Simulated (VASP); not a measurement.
# SnO2 (R-3m) in VASP: notebook

The runs below take SnO2 through single point, with r2SCAN.

Everything below comes from runs of VASP 6.6.1. Logs are shortened: lines on timing, memory, paths and dates and some standing lists are left out, and cuts for length are marked.

## (1) The cell of the first run

It takes space group R-3m (No. 166, trigonal). Conventional cell: a = 3.364 Å, b = 3.364 Å, c = 14.402 Å, α = 90.00°, β = 90.00°, γ = 120.00°. Sn (site symmetry -3m) has 6 O at 2.19 Å within 2.9 Å. O (site symmetry 3m) has 3 Sn at 2.19 Å and 3 O at 2.81 Å within 2.9 Å.

## (2) Single point, r2SCAN (strain +0.040 along x and y, +0.000 along z)

POSCAR

```
SnO2
1.0
    1.6817767982      0.9709742872      4.8005925840
   -1.6817767982      0.9709742872      4.8005925840
    0.0000000000     -1.9419485744      4.8005925840
Sn O
1 2
Direct
    0.5000000000      0.5000000000      0.5000000000
    0.2371700000      0.2371700000      0.2371700000
    0.7628300000      0.7628300000      0.7628300000
```

INCAR.step1

```
  PREC = Accurate
  ENCUT = 520
  ISMEAR = 0
  SIGMA = 0.05
  LREAL = False
  LASPH = True
  NELM = 60
  NBANDS = 20
  GGA = PE
  ALGO = Normal
  EDIFF = 1E-4
  LWAVE = True
  LCHARG = False
```

INCAR.step2

```
  PREC = Accurate
  ENCUT = 520
  EDIFF = 1E-6
  ISMEAR = 0
  SIGMA = 0.05
  LREAL = False
  LASPH = True
  NELM = 60
  ALGO = Normal
  ISIF = 2
  LWAVE = False
  LCHARG = False
  METAGGA = R2SCAN
  LMIXTAU = True
  NBANDS = 20
  ISTART = 1
```

KPOINTS

```
Automatic mesh
0
Gamma
  12 12 12
```

Potentials or basis: VASP PAW PBE potentials, release 64 (Sn_d, O).

On the command line:

```
$ cat potpaw_PBE.64/Sn_d/POTCAR potpaw_PBE.64/O/POTCAR > POTCAR
$ cp INCAR.step1 INCAR
$ mpirun -np 1 vasp_std > vasp.out
$ cp INCAR.step2 INCAR
$ mpirun -np 1 vasp_std > vasp.out
```

OUTCAR:

```text
PREC = Accurate
   ENCUT = 520
   EDIFF = 1E-6
   ISMEAR = 0
   LREAL = False
   LASPH = True
   NELM = 60
   ISIF = 2
   METAGGA = R2SCAN
   ISTART = 1

 ion  position               nearest neighbor table
   1  0.500  0.500  0.500-   2 2.19   2 2.19   3 2.19   3 2.19   2 2.19   3 2.19
   2  0.237  0.237  0.237-   1 2.19   1 2.19   1 2.19
   3  0.763  0.763  0.763-   1 2.19   1 2.19   1 2.19

  LATTYP: Found a trigonal (rhomboedric) cell.
 ALAT       =     5.1784991477
 COS(alpha) =     0.7890600247

  Lattice vectors:

 A1 = (   1.6817767982,   0.9709742872,   4.8005925840)
 A2 = (  -1.6817767982,   0.9709742872,   4.8005925840)
 A3 = (   0.0000000000,  -1.9419485744,   4.8005925840)

Analysis of symmetry for initial positions (statically):
=====================================================================
 Subroutine PRICEL returns:
 Original cell was already a primitive cell.

 Routine SETGRP: Setting up the symmetry group for a
 trigonal (rhombohedral) supercell.

 Subroutine GETGRP returns: Found 12 space group operations
 (whereof 12 operations were pure point group operations)
 out of a pool of 12 trial point group operations.

The static configuration has the point symmetry D_3d.

Analysis of symmetry for dynamics (positions and initial velocities):
=====================================================================
 Subroutine PRICEL returns:
 Original cell was already a primitive cell.

 Routine SETGRP: Setting up the symmetry group for a
 trigonal (rhombohedral) supercell.

 Subroutine GETGRP returns: Found 12 space group operations
 (whereof 12 operations were pure point group operations)
 out of a pool of 12 trial point group operations.

The dynamic configuration has the point symmetry D_3d.

 Subroutine INISYM returns: Found 12 space group operations
 (whereof 12 operations are pure point group operations),
 and found     1 'primitive' translations

----------------------------------------------------------------------------------------

                                     Primitive cell

  volume of cell :      47.0351

  direct lattice vectors                    reciprocal lattice vectors
     1.681776798  0.970974287  4.800592584     0.297304613  0.171648898  0.069435872
    -1.681776798  0.970974287  4.800592584    -0.297304613  0.171648898  0.069435872
     0.000000000 -1.941948574  4.800592584     0.000000000 -0.343297797  0.069435872

  length of vectors
     5.178499148  5.178499148  5.178499148     0.350249507  0.350249507  0.350249507

  position of ions in fractional coordinates (direct lattice)
     0.500000000  0.500000000  0.500000000
     0.237170000  0.237170000  0.237170000
     0.762830000  0.762830000  0.762830000

  ion indices of the primitive-cell ions
   primitive index   ion index
                 1           1
                 2           2
                 3           3

----------------------------------------------------------------------------------------

 KPOINTS: Automatic mesh

Automatic generation of k-mesh.
 Grid dimensions read from file:
 generate k-points for:   12   12   12

 Generating k-lattice:

  Cartesian coordinates                     Fractional coordinates (reciprocal lattice)
     0.024775384  0.014304075  0.005786323     0.083333333  0.000000000  0.000000000
    -0.024775384  0.014304075  0.005786323     0.000000000  0.083333333  0.000000000
     0.000000000 -0.028608150  0.005786323     0.000000000  0.000000000  0.083333333

  Length of vectors
     0.029187459  0.029187459  0.029187459

  Shift w.r.t. Gamma in fractional coordinates (k-lattice)
     0.000000000  0.000000000  0.000000000

 Subroutine IBZKPT returns following result:
 ===========================================

 Found    189 irreducible k-points:

 Following reciprocal coordinates:
            Coordinates               Weight
  0.000000  0.000000  0.000000      1.000000
  0.083333  0.000000  0.000000      6.000000
  0.166667 -0.000000  0.000000      6.000000
  0.250000 -0.000000 -0.000000      6.000000
  0.333333 -0.000000 -0.000000      6.000000
  0.416667 -0.000000  0.000000      6.000000
[... 16 lines left out ...]
  0.500000  0.166667 -0.000000     12.000000
 -0.416667  0.166667 -0.000000     12.000000
 [... further k-points ...]
   k-points           NKPTS =    189   k-points in BZ     NKDIM =    189   number of bands    NBANDS=     20
   number of dos      NEDOS =    301   number of ions     NIONS =      3
   total plane-waves  NPLWV =  64000
   dimension x,y,z NGX =    40 NGY =   40 NGZ =   40
   dimension x,y,z NGXF=    80 NGYF=   80 NGZF=   80
   ions per type =               1   2
   NGX,Y,Z   is equivalent  to a cutoff of  12.84, 12.84, 12.84 a.u.
   NGXF,Y,Z  is equivalent  to a cutoff of  25.68, 25.68, 25.68 a.u.
 SYSTEM =  unknown system
   PREC   = accura    normal or accurate (medium, high low for compatibility)
   ISTART =      1    job   : 0-new  1-cont  2-samecut
   ICHARG =      0    charge: 1-file 2-atom 10-const
   ISPIN  =      1    spin polarized calculation?
   LNONCOLLINEAR =      F non collinear calculations
   LSORBIT =      F    spin-orbit coupling
   LASPH  =      T    aspherical Exc in radial PAW
   ENCUT  =  520.0 eV  38.22 Ry    6.18 a.u.   9.63  9.63  9.63*2*pi/ulx,y,z
   NELM   =     60;   NELMIN=  2; NELMDL=  0     # of ELM steps
   EDIFF  = 0.1E-05   stopping-criterion for ELM
   LREAL  =      F    real-space projection
   EDIFFG = 0.1E-04   stopping-criterion for IOM
   NSW    =      0    number of steps for IOM
   IBRION =     -1    ionic relax: 0-MD 1-quasi-New 2-CG
   NFREE  =      0    steps in history (QN), initial steepest desc. (CG)
   ISIF   =      2    stress and relaxation
   ISYM   =      2    0-nonsym 1-usesym 2-fastsym
   POTIM  = 0.5000    time-step for ionic-motion
   TEBEG  =    0.0;   TEEND  =   0.0 temperature during run
   PSTRESS=    0.0 pullay stress
   NELECT =      26.0000    total number of electrons
   NUPDOWN=      -1.0000    fix difference up-down
   EMIN   =  10.00;   EMAX   =-10.00  energy-range for DOS
   EFERMI =   0.00;   METHOD = LEGACY
   ISMEAR =     0;   SIGMA  =   0.05  broadening in eV -4-tet -1-fermi 0-gaus
   EFERMI_NEDOS =   21; number of points for ismear=-14 and -15
   IALGO  =     38    algorithm
   IMIX   =      4    mixing-type and parameters
     AMIX     =   0.40;   BMIX     =  1.00
     AMIX_MAG =   1.60;   BMIX_MAG =  1.00
  volume/ion in A,a.u.               =      15.68       105.80
  Fermi-wavevector in a.u.,A,eV,Ry     =   1.343565  2.538969 24.560772  1.805166
  Thomas-Fermi vector in A             =   2.471628
   LORBIT       =      0    0 simple, 1 ext, 2 COOP (PROOUT), +10 PAW based schemes
   METAGGA = R2SCAN    functional components
   LHFCALC =     F    Hartree Fock is set to
   AEXX    =    0.0000 exact exchange contribution
   IVDW    =     0    specifies the selected vdW correction
   LEPSILON=     F    determine dielectric tensor
   LRPA    =     F    only Hartree local field effects (RPA)
 non-spin polarized calculation
 Gauss-broadening in eV      SIGMA  =   0.05
  energy-cutoff  :      520.00
  volume of cell :       47.04
 maximum number of plane-waves:      1281
   NGX = 19   NGY = 19   NGZ = 19

 number of electron      26.0000005 magnetization

 Free energy of the ion-electron system (eV)
  ---------------------------------------------------
  ext. energy  EPLUGINS =         0.00000000
  ---------------------------------------------------
  free energy    TOTEN  =       -41.31594613 eV

  energy without entropy =      -41.31594613  energy(sigma->0) =      -41.31594613

 E-fermi :   2.5458     XC(G=0): -10.3208

 val. band max:        2.2950862691   @ k =  -0.0833   0.0833   0.0000
 cond. band min:       3.9114846768   @ k =   0.0000   0.0000   0.0000
 fundamental gap:      1.6163984077
 Fermi energy:         2.5458224608

 k-point     1 :       0.0000    0.0000    0.0000
  band No.  band energies     occupation
      1     -18.4255      2.00000
      2     -18.2694      2.00000
      3     -18.2694      2.00000
      4     -18.1473      2.00000
      5     -18.1473      2.00000
      6     -16.1324      2.00000
[... 12 lines left out ...]
     19      19.3819      0.00000
     20      19.3819      0.00000

 k-point     2 :       0.0833    0.0000    0.0000
  band No.  band energies     occupation
      1     -18.4098      2.00000
      2     -18.3138      2.00000
      3     -18.2619      2.00000
      4     -18.1523      2.00000
      5     -18.1451      2.00000
      6     -16.0897      2.00000
[... 12 lines left out ...]
     19      18.0454      0.00000
     20      19.4240      0.00000

 k-point     3 :       0.1667   -0.0000    0.0000
  band No.  band energies     occupation
      1     -18.4535      2.00000
      2     -18.3470      2.00000
      3     -18.2456      2.00000
      4     -18.1623      2.00000
      5     -18.1348      2.00000
      6     -15.9590      2.00000
[... 12 lines left out ...]
     19      16.7937      0.00000
     20      19.5768      0.00000

 k-point     4 :       0.2500   -0.0000   -0.0000
  band No.  band energies     occupation
      1     -18.6079      2.00000
      2     -18.2936      2.00000
      3     -18.2339      2.00000
      4     -18.1703      2.00000
      5     -18.1097      2.00000
      6     -15.7466      2.00000
[... 12 lines left out ...]
     19      15.8922      0.00000
     20      19.3210      0.00000

 k-point     5 :       0.3333   -0.0000   -0.0000
  band No.  band energies     occupation
      1     -18.7529      2.00000
      2     -18.2544      2.00000
      3     -18.2313      2.00000
      4     -18.1650      2.00000
      5     -18.0749      2.00000
      6     -15.4886      2.00000
[... 12 lines left out ...]
     19      15.3931      0.00000
     20      17.8495      0.00000

 k-point     6 :       0.4167   -0.0000    0.0000
  band No.  band energies     occupation
      1     -18.8524      2.00000
      2     -18.2436      2.00000
      3     -18.2326      2.00000
      4     -18.1459      2.00000
      5     -18.0459      2.00000
      6     -15.2619      2.00000
[... 12 lines left out ...]
     19      15.3982      0.00000
     20      16.6776      0.00000

 k-point     7 :       0.5000   -0.0000   -0.0000
  band No.  band energies     occupation
      1     -18.8876      2.00000
      2     -18.2429      2.00000
      3     -18.2336      2.00000
      4     -18.1363      2.00000
      5     -18.0348      2.00000
      6     -15.1681      2.00000
[... 12 lines left out ...]
     19      15.7432      0.00000
     20      15.9718      0.00000
[... 277 lines left out ...]
 k-point    20 :       0.2500    0.1667    0.0000
  band No.  band energies     occupation
      1     -18.5296      2.00000
      2     -18.3436      2.00000
      3     -18.2315      2.00000
      4     -18.1688      2.00000
      5     -18.1200      2.00000
      6     -15.8169      2.00000
[... 12 lines left out ...]
     19      16.0002      0.00000
     20      19.2181      0.00000

 k-point    21 :       0.3333    0.1667   -0.0000
  band No.  band energies     occupation
      1     -18.6213      2.00000
      2     -18.3523      2.00000
      3     -18.2202      2.00000
      4     -18.1756      2.00000
      5     -18.0964      2.00000
      6     -15.5791      2.00000
[... 12 lines left out ...]
     19      15.7268      0.00000
     20      18.2494      0.00000

 k-point    22 :       0.4167    0.1667    0.0000
  band No.  band energies     occupation
      1     -18.7131      2.00000
      2     -18.3571      2.00000
      3     -18.2145      2.00000
      4     -18.1738      2.00000
      5     -18.0803      2.00000
      6     -15.2769      2.00000
[... 12 lines left out ...]
     19      15.9175      0.00000
     20      17.2065      0.00000

 k-point    23 :       0.5000    0.1667   -0.0000
  band No.  band energies     occupation
      1     -18.7799      2.00000
      2     -18.3603      2.00000
      3     -18.2158      2.00000
      4     -18.1556      2.00000
      5     -18.0797      2.00000
      6     -14.9977      2.00000
[... 12 lines left out ...]
     19      16.3090      0.00000
     20      16.3358      0.00000

 k-point    24 :      -0.4167    0.1667   -0.0000
  band No.  band energies     occupation
      1     -18.8039      2.00000
      2     -18.3617      2.00000
      3     -18.2176      2.00000
      4     -18.1421      2.00000
      5     -18.0849      2.00000
      6     -14.8822      2.00000
[... 12 lines left out ...]
     19      15.7660      0.00000
     20      16.5603      0.00000

 [... further k-points ...]
[... 5 lines left out ...]
  --------------------------------------------------------------------------------------
  -------------------------------------------------------------------------------------
  Total       -6.0053906     -6.0053906     -2.8852098      0.0000000     -0.0000000      0.0000000
  in kB     -204.5642104   -204.5642105    -98.2801476      0.0000000     -0.0000000      0.0000000
  external PRESSURE =    -169.1361895 kB  Pullay stress =       0.0000000 kB

 VOLUME and BASIS-vectors are now :
 -----------------------------------------------------------------------------
  energy-cutoff  :      520.00
  volume of cell :       47.04
      direct lattice vectors                 reciprocal lattice vectors
     1.681776798  0.970974287  4.800592584     0.297304613  0.171648898  0.069435872
    -1.681776798  0.970974287  4.800592584    -0.297304613  0.171648898  0.069435872
     0.000000000 -1.941948574  4.800592584     0.000000000 -0.343297797  0.069435872

 POSITION                                       TOTAL-FORCE (eV/Angst)
 -----------------------------------------------------------------------------------
      0.00000      0.00000      7.20089         0.000000      0.000000      0.000000
      0.00000      0.00000      3.41567        -0.000000     -0.000000     -1.118094
      0.00000      0.00000     10.98611        -0.000000      0.000000      1.118094
 -----------------------------------------------------------------------------------
    total drift:                                0.000000      0.000000      0.000000

  FREE ENERGIE OF THE ION-ELECTRON SYSTEM (eV)
  ---------------------------------------------------
  free  energy   TOTEN  =       -41.3159461288 eV

  energy  without entropy=      -41.3159461288  energy(sigma->0) =      -41.31594613
```

Wall time 8.1 min (1 thread of Intel Xeon 6975P-C (Granite Rapids), shared host); peak memory 0.36 GiB.

What came out:

| Quantity | Value |
| --- | --- |
| Free energy | -41.3159 eV |
| Pressure | -16.9 GPa |
| Largest force | 1.118 eV/Å |
| Band gap on the k mesh | 1.62 eV (least direct gap 1.67 eV) |

Forces in eV/Å, atoms in the order of the input:
```
Sn   0.000  0.000  0.000
O    0.000  0.000 -1.118
O    0.000  0.000  1.118
```

Stress tensor (GPa, compression positive):
```
-20.46   0.00   0.00
  0.00 -20.46   0.00
  0.00   0.00  -9.83
```

Caveat: the cell differs from its parent crystal (strain +0.040 along x and y, +0.000 along z); the cell stands under tension; the PAW data sets were made with another functional, which shifts forces and pressure a little; spin-orbit coupling is left out, which moves the levels of the heavy elements.

## (3) Single point, r2SCAN (strain +0.080 along x and y, -0.040 along z)

POSCAR

```
SnO2
1.0
    1.7464605212      1.0083194521      4.6085688806
   -1.7464605212      1.0083194521      4.6085688806
    0.0000000000     -2.0166389041      4.6085688806
Sn O
1 2
Direct
    0.5000000000      0.5000000000      0.5000000000
    0.2371700000      0.2371700000      0.2371700000
    0.7628300000      0.7628300000      0.7628300000
```

INCAR.step1

```
PREC = Accurate
ENCUT = 520
ISMEAR = 0
SIGMA = 0.05
LREAL = F
LASPH = T
NELM = 80
NBANDS = 20
GGA = PE
ALGO = Normal
EDIFF = 1E-4
LWAVE = T
LCHARG = F
```

INCAR.step2

```
PREC = Accurate
ENCUT = 520
EDIFF = 1E-6
ISMEAR = 0
SIGMA = 0.05
LREAL = F
LASPH = T
NELM = 80
ALGO = Normal
ISIF = 2
LWAVE = F
LCHARG = F
METAGGA = R2SCAN
LMIXTAU = T
NBANDS = 20
ISTART = 1
```

KPOINTS

```
regular mesh
0
Gamma
  12 12 12
```

Potentials or basis: VASP PAW PBE potentials, release 64 (Sn_d, O).

On the command line:

```
$ cat potpaw_PBE.64/Sn_d/POTCAR potpaw_PBE.64/O/POTCAR > POTCAR
$ cp INCAR.step1 INCAR
$ mpirun -np 1 vasp_std > vasp.out
$ cp INCAR.step2 INCAR
$ mpirun -np 1 vasp_std > vasp.out
```

Wall time 8.2 min (1 thread of Intel Xeon 6975P-C (Granite Rapids), shared host); peak memory 0.36 GiB.

The run converged. Its results:

```yaml
Free_energy: -40.8799 eV
Pressure: -22.3 GPa
Largest_force: 1.066 eV/Å
Band_gap_on_the_k_mesh: 0.84 eV (least direct gap 0.87 eV)
```

Forces in eV/Å, atoms in the order of the input:
```
Sn   0.000  0.000  0.000
O    0.000  0.000 -1.066
O    0.000  0.000  1.066
```

Stress tensor (GPa, compression positive):
```
-28.55   0.00   0.00
  0.00 -28.55   0.00
  0.00   0.00  -9.96
```

Levels at points of the mesh, in eV from the valence-band top:
```csv
k point,band 11,band 12,band 13,band 14,band 15,band 16
"(0.00, 0.00, 0.00)",-1.26,-1.26,-0.03,0.84,5.37,9.84
"(0.50, 0.00, 0.00)",-1.26,-0.76,-0.70,4.28,7.37,8.97
"(0.50, 0.50, 0.00)",-0.78,-0.56,-0.10,4.03,6.40,9.98
"(0.50, 0.50, 0.50)",-1.27,-1.18,-1.18,2.31,5.26,10.11
```

Caveat: the cell differs from its parent crystal (strain +0.080 along x and y, -0.040 along z); the cell stands under tension; the PAW data sets were made with another functional, which shifts forces and pressure a little; spin-orbit coupling is left out, which moves the levels of the heavy elements. A k mesh can miss the band edges.

## (4) Single point, r2SCAN (strain +0.040 along x and y, +0.040 along z)

POSCAR

```
SnO2
1.0
    1.6817767982      0.9709742872      4.9926162874
   -1.6817767982      0.9709742872      4.9926162874
    0.0000000000     -1.9419485744      4.9926162874
Sn O
1 2
Direct
    0.5000000000      0.5000000000      0.5000000000
    0.2371700000      0.2371700000      0.2371700000
    0.7628300000      0.7628300000      0.7628300000
```

INCAR.step1

```
SYSTEM = SnO2
  ALGO = Normal
  EDIFF = 1E-4
  ENCUT = 520
  GGA = PE
  ISMEAR = 0
  LASPH = .TRUE.
  LCHARG = .FALSE.
  LREAL = .FALSE.
  LWAVE = .TRUE.
  NBANDS = 20
  NELM = 60
  PREC = Accurate
  SIGMA = 0.05
```

INCAR.step2

```
SYSTEM = SnO2
  ALGO = Normal
  EDIFF = 1E-7
  ENCUT = 520
  ISIF = 2
  ISMEAR = 0
  ISTART = 1
  LASPH = .TRUE.
  LCHARG = .FALSE.
  LMIXTAU = .TRUE.
  LREAL = .FALSE.
  LWAVE = .FALSE.
  METAGGA = R2SCAN
  NBANDS = 20
  NELM = 60
  PREC = Accurate
  SIGMA = 0.05
```

KPOINTS

```
k-points
0
G
  12 12 12
  0 0 0
```

On the command line:

```
$ cat potpaw_PBE.64/Sn_d/POTCAR potpaw_PBE.64/O/POTCAR > POTCAR
$ cp INCAR.step1 INCAR
$ mpirun -np 1 vasp_std > vasp.out
$ cp INCAR.step2 INCAR
$ mpirun -np 1 vasp_std > vasp.out
```

Run time: 8.7 min. Hardware: 1 thread of Intel Xeon 6975P-C (Granite Rapids), shared host; peak memory 0.37 GiB.

The run converged. Its results:

* Free energy: -41.1864 eV
* Pressure: -18.4 GPa
* Largest force: 1.556 eV/Å
* Band gap on the k mesh: 1.68 eV (least direct gap 1.73 eV)

Forces on the atoms (eV/Å):
```
Sn   0.000  0.000  0.000
O    0.000  0.000 -1.556
O    0.000  0.000  1.556
```

Stress tensor (GPa, compression positive):
```
-21.29   0.00   0.00
  0.00 -21.29   0.00
  0.00   0.00 -12.59
```

Levels at points of the mesh, in eV from the valence-band top:
```
           k point  band 11  band 12  band 13  band 14  band 15  band 16
(0.00, 0.00, 0.00)    -0.90    -0.90    -0.05     1.68     5.78    10.80
(0.50, 0.00, 0.00)    -1.31    -0.60    -0.49     4.80     7.65     9.94
(0.50, 0.50, 0.00)    -1.04    -0.49    -0.06     4.60     6.94    10.46
(0.50, 0.50, 0.50)    -0.97    -0.86    -0.86     2.77     5.58    10.94
```

Caveat: the cell differs from its parent crystal (strain +0.040 along x and y, +0.040 along z); the cell stands under tension; the PAW data sets were made with another functional, which shifts forces and pressure a little; spin-orbit coupling is left out, which moves the levels of the heavy elements. A k mesh can miss the band edges.

[end of part 1 of 2]
